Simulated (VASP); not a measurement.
Se:

```xyz
3
Lattice="4.3662 0.0000 0.0000 -2.1831 3.7812 0.0000 0.0000 0.0000 4.9536" Properties=species:S:1:pos:R:3 pbc="T T T"
Se    1.6910    2.9289    0.0000
Se   -0.4921    0.8523    3.3024
Se    0.9841    0.0000    1.6512
```

| Quantity | Value |
| --- | --- |
| Program | VASP 6.6.1 |
| Task | relaxation of cell and atoms |
| Functional | LDA |
| Potentials or basis | VASP PAW LDA potentials, release 64 (Se) |
| Cutoff | 600 eV |
| k mesh | 7 × 7 × 6 |
| Occupations | fermi-dirac, width 0.05 eV |
| Spin | no spin polarisation |

At the start: pressure -1.1 GPa; volume 27.26 Å³/atom.

Problem. How do energy, volume and symmetry change on relaxing?

Solution. Over 17 steps the energy falls by 51.5 meV/atom and the volume is 23.04 Å³/atom (-15.5 %); space group P3_121 (No. 152, to 0.1 Å) before and after.

The path:
```tsv
step	energy change (eV)	largest force (eV/Å)	pressure (GPa)	volume (Å³)
1	0.0000	0.2629	-1.07	81.78
2	-0.0285	0.3224	-0.58	79.65
3	-0.0843	0.5160	1.66	73.41
4	0.0880	0.8775	11.29	61.75
5	-0.0781	0.6500	2.78	71.87
6	-0.0871	0.6011	2.66	71.58
7	-0.1099	0.4679	2.32	70.71
8	-0.1381	0.2492	1.88	68.96
9	-0.1304	0.0400	2.14	65.46
10	-0.1447	0.1103	1.87	67.41
11	-0.1505	0.0663	1.13	68.16
12	-0.1537	0.0172	-0.15	69.59
13	-0.1538	0.0045	0.02	69.37
14	-0.1538	0.0022	0.07	69.33
15	-0.1539	0.0020	0.06	69.31
16	-0.1542	0.0019	0.05	69.24
17	-0.1545	0.0014	0.01	69.11
```

Final structure:
```yaml
crystal:
  lattice:
    - [3.94568, 0.00000, 0.00000]
    - [-1.97284, 3.41706, 0.00000]
    - [0.00000, 0.00000, 5.12558]
  atoms:
    - { symbol: Se, position: [0.74380, 0.74380, 0.00000] }
    - { symbol: Se, position: [0.00000, 0.25620, 0.66667] }
    - { symbol: Se, position: [0.25620, 0.00000, 0.33333] }
```

Caveat: the volume moved by over 15 % at a fixed basis, so the end points are rough.
